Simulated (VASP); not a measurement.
Input of a VASP 6.6.1 run:

File INCAR:

```
PREC = Accurate ; ENCUT = 600
EDIFF = 1E-6 ; ISMEAR = -1
SIGMA = 0.05 ; LREAL = False
LASPH = True ; NELM = 100
ALGO = Normal ; ISIF = 3
LWAVE = False ; LCHARG = False
GGA = PE ; IBRION = 2
NSW = 60 ; EDIFFG = -0.005
PSTRESS = 880.0
```

KPOINTS

```
regular mesh
0
Gamma
  7 7 11
```

File POSCAR:

```
HfO2
1.0
    4.3137951766      0.0000000000      0.0000000000
    0.0000000000      4.3137951766      0.0000000000
    0.0000000000      0.0000000000      2.8471048165
Hf O
2 4
Direct
    0.0000000000      0.0000000000      0.0000000000
    0.5000000000      0.5000000000      0.5000000000
    0.3050000000      0.3050000000      0.0000000000
    0.6950000000      0.6950000000      0.0000000000
    0.8050000000      0.1950000000      0.5000000000
    0.1950000000      0.8050000000      0.5000000000
```

Potentials or basis: VASP PAW PBE potentials, release 64 (Hf_pv, O).

Command:

```console
$ cat potpaw_PBE.64/Hf_pv/POTCAR potpaw_PBE.64/O/POTCAR > POTCAR
$ mpirun -np 1 vasp_std > vasp.out
```

Task: Predict the relaxed cell.

Result: a = 4.396 Å, b = 4.396 Å, c = 3.077 Å, α = 90.00°, β = 90.00°, γ = 90.00°.

Task: What does it give for the band gap on the k mesh?

Result: 4.76 eV.

Task: Estimate the relaxed volume.

Result: 9.91 Å³/atom.

Final structure:
```
Hf O
1.0
     4.39561    0.00000    0.00000
     0.00000    4.39561    0.00000
     0.00000    0.00000    3.07727
Hf O
2 4
Direct
  0.00000 0.00000 0.00000
  0.50000 0.50000 0.50000
  0.30605 0.30605 0.00000
  0.69395 0.69395 0.00000
  0.80605 0.19395 0.50000
  0.19395 0.80605 0.50000
```

Caveat: the cell is relaxed towards a set pressure, so the run minimises the enthalpy, not the energy; spin-orbit coupling is left out, which moves the levels of the heavy elements; an odd mesh through Γ misses points on the zone boundary, where band edges can lie.
